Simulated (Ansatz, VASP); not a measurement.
# One calculation of C, two programs

```
C
1.0
     0.00000    1.81015    1.81015
     1.81015    0.00000    1.81015
     1.81015    1.81015    0.00000
C
2
Direct
  0.50000 0.50000 0.50000
  0.75000 0.75000 0.75000
```

Change from the starting cell: strain +0.015 along x and y, +0.015 along z, atoms carried along.

Alike in both runs: task single point; functional r2SCAN; k mesh 12 × 12 × 12; occupations gaussian, width 0.05 eV; no spin polarisation.

|  | VASP | Ansatz |
| --- | --- | --- |
| version | VASP 6.6.1 | Ansatz 0.2.0 |
| potentials or method | VASP PAW PBE potentials, release 64 (C), cutoff 520 eV | scalar-relativistic, plane waves, PAW |
| valence electrons in the cell | 8 | 8 |

|  | VASP | Ansatz | Ansatz less VASP |
| --- | --- | --- | --- |
| gap on the k mesh at the Fermi level (eV) | 4.24 | 4.27 | +0.028 |
| least direct gap on the mesh (eV) | 5.71 | 5.75 | +0.041 |
| pressure (GPa) | -19.7 | -20.6 | -0.92 |

VASP's potentials were made for PBE, not for r2SCAN.
